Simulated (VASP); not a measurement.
Set up this calculation in VASP 6.6.1, as the native input.

- Task: single point
- Functional: revPBE
- Potentials or basis: VASP PAW PBE potentials, release 64 (V_sv)
- Cutoff: 520 eV
- k mesh: 24 × 24 × 24
- Occupations: fermi-dirac, width 0.05 eV
- Spin: collinear spin, ferromagnetic start
- Starting moments: [1.0] μB
- Dipole correction: no
- Further INCAR settings: ALGO = Normal; EDIFF = 1e-07; NBANDS = 16

The structure of V lies in POSCAR:

```
V
1.0
   -1.5265322416      1.5265322416      1.5265322416
    1.5265322416     -1.5265322416      1.5265322416
    1.5265322416      1.5265322416     -1.5265322416
V
1
Direct
    0.0000000000      0.0000000000      0.0000000000
```

These files were run (other wordings do the same):

INCAR

```
ALGO     = Normal         # electronic algorithm
EDIFF    = 1E-7           # SCF threshold, eV
ENCUT    = 520            # plane-wave cutoff, eV
GGA      = RE             # functional
ISIF     = 2              # what is computed and relaxed
ISMEAR   = -1             # smearing method
ISPIN    = 2              # spin polarisation
LASPH    = True           # aspherical terms in the spheres
LCHARG   = False          # write CHGCAR
LMAXMIX  = 4              # l up to which the mixer works
LORBIT   = 11             # projections on sites
LREAL    = False          # projectors in reciprocal space
LWAVE    = False          # write WAVECAR
MAGMOM   = 1              # initial moments
NBANDS   = 16             # bands
NELM     = 150            # most SCF steps
PREC     = Accurate       # precision mode
SIGMA    = 0.05           # smearing width, eV
```

KPOINTS

```
k-points
0
Gamma
  24 24 24
```

Potentials or basis: VASP PAW PBE potentials, release 64 (V_sv).

Command:

```sh
$ cat potpaw_PBE.64/V_sv/POTCAR > POTCAR
$ mpirun -np 1 vasp_std > vasp.out
```

It gave:

```yaml
Pressure: -6.0 GPa
Net_moment: 0.00 μB per cell
Valence_electrons_inside_the_program's_atomic_spheres: V 11.55
```

Caveat: the cell stands under tension; the moments typed at the start vanished in this run; the PAW data sets were made with another functional, which shifts forces and pressure a little.

It took 3.1 min on 1 thread of Intel Xeon 8259CL (shared host), peak memory 0.25 GiB.
